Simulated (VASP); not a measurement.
Runs of VASP 6.6.1 on La. The structure is that of space group Pm-3m (No. 221), or close to it. The cells are those of the table. 

```tsv
task	cell	cutoff (eV)	gap on the mesh (eV)	pressure (GPa)
single point	a = 2.986 Å, 1 atom	520	none	(a)
relaxation of cell and atoms	relaxed to 10 GPa from a = 3.450 Å, 1 atom	600	none	10.1
single point	a = 2.849 Å, 1 atom	520	none	21.2
relaxation of cell and atoms	relaxed to 5 GPa from a = 3.450 Å, 1 atom	600	none	5.0
relaxation of cell and atoms	relaxed to 20 GPa from a = 3.450 Å, 1 atom	600	none	19.9
single point	a = 3.103 Å, 1 atom	520	none	5.3
single point	a = 3.222 Å, 1 atom	520	none	0.2
relaxation of cell and atoms	relaxed from a = 3.450 Å, 1 atom	600	none	0.0
```

Alike in all rows: level PBEsol; potentials or basis VASP PAW PBE potentials, release 64 (La); no spin polarisation; k mesh 5 × 5 × 5; smearing methfessel-paxton 0.1 eV.

**Question.** Fill in the values left out.

**Answer.** (a) 10.2.

Caveats: all runs use coarse meshes; the PAW data sets were made with another functional, which shifts forces and pressure a little; spin-orbit coupling is left out, which moves the levels of the heavy elements; the cell is relaxed towards a set pressure, so the enthalpy falls and the energy may rise (some runs).

A k mesh can miss the band edges, and the runs leave out spin-orbit coupling on La.

A gap of «none» marks levels without a gap at the run's occupations.
